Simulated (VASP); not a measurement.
Crystal: Pd.

```xyz
1
Lattice="0.0000 1.9387 1.9387 1.9387 0.0000 1.9387 1.9387 1.9387 0.0000" Properties=species:S:1:pos:R:3 pbc="T T T"
Pd    0.0000    0.0000    0.0000
```

Base run:

```yaml
Program: VASP 6.6.1
Functional: r2SCAN
Potentials_or_basis: VASP PAW PBE potentials, release 64 (Pd)
Cutoff: 520 eV
k_mesh: 13 × 13 × 13
Occupations: fermi-dirac, width 0.05 eV
Spin: no spin polarisation
```

Its results: band gap on the k mesh zero (band 5 reaches 10.10 eV, above the bottom of band 6 at 8.43 eV); pressure 5.6 GPa.

Problem. The run is repeated on the same cell with these changes: functional from r2SCAN to PBEsol. What comes out?

Solution. Band gap on the k mesh zero (band 5 reaches 10.09 eV, above the bottom of band 6 at 8.52 eV); pressure -0.5 GPa.

Caveats: the PAW data sets were made with another functional, which shifts forces and pressure a little.
